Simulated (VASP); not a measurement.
# C in VASP: notebook

The runs below take C through single point, with PBE.

Program: VASP 6.6.1. These are calculated values, not measurements. Logs are shortened: lines on timing, memory, paths and dates and some standing lists are left out, and cuts for length are marked.

### 1 The cell of the first run

The cell holds a slab with vacuum, 2 atoms: a = 2.456 Å, b = 2.456 Å, c = 8.524 Å, α = 90.00°, β = 90.00°, γ = 120.00°.

### 2 Single point, PBE

The input, INCAR:

```
PREC = Accurate
ENCUT = 520
EDIFF = 1E-6
ISMEAR = 0
SIGMA = 0.1
LREAL = F
LASPH = T
NELM = 100
ALGO = Normal
ISIF = 2
LWAVE = F
LCHARG = F
GGA = PE
NBANDS = 11
```

The input, KPOINTS:

```
regular mesh
0
Gamma
  9 9 2
```

The input, POSCAR:

```
C
1.0
    2.4561701622      0.0000000000      0.0000000000
   -1.2280850811      2.1271057565      0.0000000000
    0.0000000000      0.0000000000      8.5238033600
C
2
Direct
    0.3333333300      0.6666666700      0.0000000000
    0.6666666700      0.3333333300      0.0000000000
```

Potentials or basis: VASP PAW PBE potentials, release 64 (C).

Command:

```console
> cat potpaw_PBE.64/C/POTCAR > POTCAR
> mpirun -np 1 vasp_std > vasp.out
```

OUTCAR:

```text
PREC = Accurate
   ENCUT = 520
   EDIFF = 1E-6
   ISMEAR = 0
   LREAL = F
   LASPH = T
   NELM = 100
   ISIF = 2
   GGA = PE

 ion  position               nearest neighbor table
   1  0.333  0.667  0.000-   2 1.42   2 1.42   2 1.42
   2  0.667  0.333  0.000-   1 1.42   1 1.42   1 1.42

  LATTYP: Found a hexagonal cell.
 ALAT       =     2.4561701622
 C/A-ratio  =     3.4703635323

  Lattice vectors:

 A1 = (   2.4561701622,   0.0000000000,   0.0000000000)
 A2 = (  -1.2280850811,   2.1271057565,   0.0000000000)
 A3 = (   0.0000000000,   0.0000000000,   8.5238033600)

Analysis of symmetry for initial positions (statically):
=====================================================================
 Subroutine PRICEL returns:
 Original cell was already a primitive cell.

 Routine SETGRP: Setting up the symmetry group for a
 hexagonal supercell.

 Subroutine GETGRP returns: Found 24 space group operations
 (whereof 24 operations were pure point group operations)
 out of a pool of 24 trial point group operations.

The static configuration has the point symmetry D_6h.

Analysis of symmetry for dynamics (positions and initial velocities):
=====================================================================
 Subroutine PRICEL returns:
 Original cell was already a primitive cell.

 Routine SETGRP: Setting up the symmetry group for a
 hexagonal supercell.

 Subroutine GETGRP returns: Found 24 space group operations
 (whereof 24 operations were pure point group operations)
 out of a pool of 24 trial point group operations.

The dynamic configuration has the point symmetry D_6h.

 Subroutine INISYM returns: Found 24 space group operations
 (whereof 24 operations are pure point group operations),
 and found     1 'primitive' translations

----------------------------------------------------------------------------------------

                                     Primitive cell

  volume of cell :      44.5329

  direct lattice vectors                    reciprocal lattice vectors
     2.456170162  0.000000000  0.000000000     0.407137916  0.235061185  0.000000000
    -1.228085081  2.127105756  0.000000000     0.000000000  0.470122370  0.000000000
     0.000000000  0.000000000  8.523803360     0.000000000  0.000000000  0.117318521

  length of vectors
     2.456170162  2.456170162  8.523803360     0.470122370  0.470122370  0.117318521

  position of ions in fractional coordinates (direct lattice)
     0.333333330  0.666666670  0.000000000
     0.666666670  0.333333330  0.000000000

  ion indices of the primitive-cell ions
   primitive index   ion index
                 1           1
                 2           2

----------------------------------------------------------------------------------------

 KPOINTS: regular mesh

Automatic generation of k-mesh.
 Grid dimensions read from file:
 generate k-points for:    9    9    2

 Generating k-lattice:

  Cartesian coordinates                     Fractional coordinates (reciprocal lattice)
     0.045237546  0.026117909  0.000000000     0.111111111 -0.000000000  0.000000000
     0.000000000  0.052235819  0.000000000     0.000000000  0.111111111  0.000000000
     0.000000000  0.000000000  0.058659260     0.000000000  0.000000000  0.500000000

  Length of vectors
     0.052235819  0.052235819  0.058659260

  Shift w.r.t. Gamma in fractional coordinates (k-lattice)
     0.000000000  0.000000000  0.000000000

 Subroutine IBZKPT returns following result:
 ===========================================

 Found     24 irreducible k-points:

 Following reciprocal coordinates:
            Coordinates               Weight
  0.000000  0.000000  0.000000      1.000000
  0.111111  0.000000  0.000000      6.000000
  0.222222 -0.000000  0.000000      6.000000
  0.333333  0.000000  0.000000      6.000000
  0.444444 -0.000000  0.000000      6.000000
  0.111111  0.111111  0.000000      6.000000
[... 16 lines left out ...]
  0.333333  0.222222  0.500000     12.000000
  0.333333  0.333333  0.500000      2.000000
   k-points           NKPTS =     24   k-points in BZ     NKDIM =     24   number of bands    NBANDS=     11
   number of dos      NEDOS =    301   number of ions     NIONS =      2
   total plane-waves  NPLWV =  20736
   dimension x,y,z NGX =    18 NGY =   18 NGZ =   64
   dimension x,y,z NGXF=    36 NGYF=   36 NGZF=  128
   ions per type =               2
   NGX,Y,Z   is equivalent  to a cutoff of  12.18, 12.18, 12.48 a.u.
   NGXF,Y,Z  is equivalent  to a cutoff of  24.37, 24.37, 24.96 a.u.
 SYSTEM =  unknown system
   PREC   = accura    normal or accurate (medium, high low for compatibility)
   ISTART =      0    job   : 0-new  1-cont  2-samecut
   ICHARG =      2    charge: 1-file 2-atom 10-const
   ISPIN  =      1    spin polarized calculation?
   LNONCOLLINEAR =      F non collinear calculations
   LSORBIT =      F    spin-orbit coupling
   LASPH  =      T    aspherical Exc in radial PAW
   ENCUT  =  520.0 eV  38.22 Ry    6.18 a.u.   4.57  4.57 15.85*2*pi/ulx,y,z
   NELM   =    100;   NELMIN=  2; NELMDL= -5     # of ELM steps
   EDIFF  = 0.1E-05   stopping-criterion for ELM
   LREAL  =      F    real-space projection
[... 7 lines left out ...]
   TEBEG  =    0.0;   TEEND  =   0.0 temperature during run
   PSTRESS=    0.0 pullay stress
   NELECT =       8.0000    total number of electrons
   NUPDOWN=      -1.0000    fix difference up-down
   EMIN   =  10.00;   EMAX   =-10.00  energy-range for DOS
   EFERMI =   0.00;   METHOD = LEGACY
   ISMEAR =     0;   SIGMA  =   0.10  broadening in eV -4-tet -1-fermi 0-gaus
   EFERMI_NEDOS =   21; number of points for ismear=-14 and -15
   IALGO  =     38    algorithm
   IMIX   =      4    mixing-type and parameters
     AMIX     =   0.40;   BMIX     =  1.00
     AMIX_MAG =   1.60;   BMIX_MAG =  1.00
  volume/ion in A,a.u.               =      22.27       150.26
  Fermi-wavevector in a.u.,A,eV,Ry     =   0.923729  1.745594 11.609511  0.853275
  Thomas-Fermi vector in A             =   2.049397
   LORBIT       =      0    0 simple, 1 ext, 2 COOP (PROOUT), +10 PAW based schemes
   GGA     = PE    functional components
   LHFCALC =     F    Hartree Fock is set to
   AEXX    =    0.0000 exact exchange contribution
   IVDW    =     0    specifies the selected vdW correction
   LEPSILON=     F    determine dielectric tensor
   LRPA    =     F    only Hartree local field effects (RPA)
 non-spin polarized calculation
 Gauss-broadening in eV      SIGMA  =   0.10
  energy-cutoff  :      520.00
  volume of cell :       44.53
 maximum number of plane-waves:      1221
   NGX =  9   NGY =  9   NGZ = 31

 number of electron       7.9999997 magnetization

 Free energy of the ion-electron system (eV)
  ---------------------------------------------------
  ext. energy  EPLUGINS =         0.00000000
  ---------------------------------------------------
  free energy    TOTEN  =       -18.43373900 eV

  energy without entropy =      -18.43095288  energy(sigma->0) =      -18.43234594

 E-fermi :  -0.6709     XC(G=0):  -4.9928

 val. band max:       -0.6709691656   @ k =   0.3333   0.3333   0.5000
 cond. band min:      -0.6709054647   @ k =   0.3333   0.3333   0.0000
 fundamental gap:      0.0000637009
 Fermi energy:        -0.6709373150

 k-point     1 :       0.0000    0.0000    0.0000
  band No.  band energies     occupation
      1     -20.2898      2.00000
      2      -8.3690      2.00000
      3      -3.7122      2.00000
      4      -3.7122      2.00000
      5       2.2787      0.00000
      6       4.5968      0.00000
      7       6.2873      0.00000
      8       7.7130      0.00000
      9       7.7130      0.00000
     10      10.8995      0.00000
     11      12.0924      0.00000

 k-point     2 :       0.1111    0.0000    0.0000
  band No.  band energies     occupation
      1     -19.9963      2.00000
      2      -8.0181      2.00000
      3      -4.8327      2.00000
      4      -4.2910      2.00000
      5       2.6792      0.00000
      6       4.9878      0.00000
      7       6.6642      0.00000
      8       7.8158      0.00000
      9       8.9306      0.00000
     10       9.9056      0.00000
     11      12.6361      0.00000

 k-point     3 :       0.2222   -0.0000    0.0000
  band No.  band energies     occupation
      1     -19.1215      2.00000
      2      -7.3952      2.00000
      3      -6.9834      2.00000
      4      -5.4569      2.00000
      5       3.8800      0.00000
      6       6.1318      0.00000
      7       7.4416      0.00000
      8       7.4725      0.00000
      9       7.9651      0.00000
     10      11.9435      0.00000
     11      14.2294      0.00000

 k-point     4 :       0.3333    0.0000    0.0000
  band No.  band energies     occupation
      1     -17.6865      2.00000
      2     -10.3424      2.00000
      3      -6.4856      2.00000
      4      -5.3452      2.00000
      5       4.2856      0.00000
      6       5.8705      0.00000
      7       7.1408      0.00000
      8       8.1177      0.00000
      9       9.8163      0.00000
     10      15.2051      0.00000
     11      15.3486      0.00000

 k-point     5 :       0.4444   -0.0000    0.0000
  band No.  band energies     occupation
      1     -15.7662      2.00000
      2     -13.1058      2.00000
      3      -7.0536      2.00000
      4      -3.4846      2.00000
      5       1.5576      0.00000
      6       6.8476      0.00000
      7       8.6595      0.00000
      8      10.7191      0.00000
      9      12.1099      0.00000
     10      12.4831      0.00000
     11      13.8251      0.00000
[... 211 lines left out ...]
 k-point    21 :       0.4444    0.1111    0.5000
  band No.  band energies     occupation
      1     -14.8057      2.00000
      2     -13.8013      2.00000
      3      -8.0290      2.00000
      4      -2.7859      2.00000
      5       0.9346      0.00000
      6       8.0549      0.00000
      7      11.0118      0.00000
      8      11.0285      0.00000
      9      11.2227      0.00000
     10      11.5101      0.00000
     11      13.7892      0.00000

 k-point    22 :       0.2222    0.2222    0.5000
  band No.  band energies     occupation
      1     -16.8466      2.00000
      2     -10.3757      2.00000
      3      -8.8744      2.00000
      4      -4.3837      2.00000
      5       3.3155      0.00000
      6       7.7058      0.00000
      7       7.8070      0.00000
      8      10.8671      0.00000
      9      11.7787      0.00000
     10      11.8288      0.00000
     11      14.8009      0.00000

 k-point    23 :       0.3333    0.2222    0.5000
  band No.  band energies     occupation
      1     -14.9818      2.00000
      2     -12.5070      2.00000
      3      -9.8773      2.00000
      4      -2.4907      2.00000
      5       1.0547      0.00000
      6      10.0519      0.00000
      7      10.3173      0.00000
      8      10.9641      0.00000
      9      11.8544      0.00000
     10      12.9254      0.00000
     11      14.6204      0.00000

 k-point    24 :       0.3333    0.3333    0.5000
  band No.  band energies     occupation
      1     -13.3068      2.00000
      2     -13.3068      2.00000
      3     -11.3183      2.00000
      4      -0.6710      1.00037
      5      -0.6710      1.00036
      6       9.9385      0.00000
      7      12.3738      0.00000
      8      12.3738      0.00000
      9      13.0329      0.00000
     10      13.9315      0.00000
     11      13.9316      0.00000

------------------------ aborting loop because EDIFF is reached ----------------------------------------

  FORCE on cell =-STRESS in cart. coord.  units (eV):
  Direction    XX          YY          ZZ          XY          YZ          ZX
  --------------------------------------------------------------------------------------
  -------------------------------------------------------------------------------------
  Total        0.6757288      0.6757288     -0.0093957      0.0000000      0.0000000     -0.0000000
  in kB       24.3109577     24.3109577     -0.3380324      0.0000000      0.0000000     -0.0000000
  external PRESSURE =      16.0946277 kB  Pullay stress =       0.0000000 kB

 VOLUME and BASIS-vectors are now :
 -----------------------------------------------------------------------------
  energy-cutoff  :      520.00
  volume of cell :       44.53
      direct lattice vectors                 reciprocal lattice vectors
     2.456170162  0.000000000  0.000000000     0.407137916  0.235061185  0.000000000
    -1.228085081  2.127105756  0.000000000     0.000000000  0.470122370  0.000000000
     0.000000000  0.000000000  8.523803360     0.000000000  0.000000000  0.117318521

 POSITION                                       TOTAL-FORCE (eV/Angst)
 -----------------------------------------------------------------------------------
     -0.00000      1.41807      0.00000        -0.000000      0.000000      0.000000
      1.22809      0.70904      0.00000         0.000000     -0.000000     -0.000000
 -----------------------------------------------------------------------------------
    total drift:                                0.000000     -0.000000     -0.000000

  FREE ENERGIE OF THE ION-ELECTRON SYSTEM (eV)
  ---------------------------------------------------
  free  energy   TOTEN  =       -18.4337389977 eV

  energy  without entropy=      -18.4309528766  energy(sigma->0) =      -18.43234594
```

It took 12 s on 1 thread of Intel Xeon 6975P-C (Granite Rapids), shared host; peak memory 0.14 GiB.

Results:

* Free energy: -18.4337 eV
* Band gap on the k mesh: zero (filled and empty bands touch)

Caveat: the k points lie up to 0.37 Å⁻¹ apart; there is no dipole correction, which matters where the two faces differ.

(Continued in part 2 of 2.)
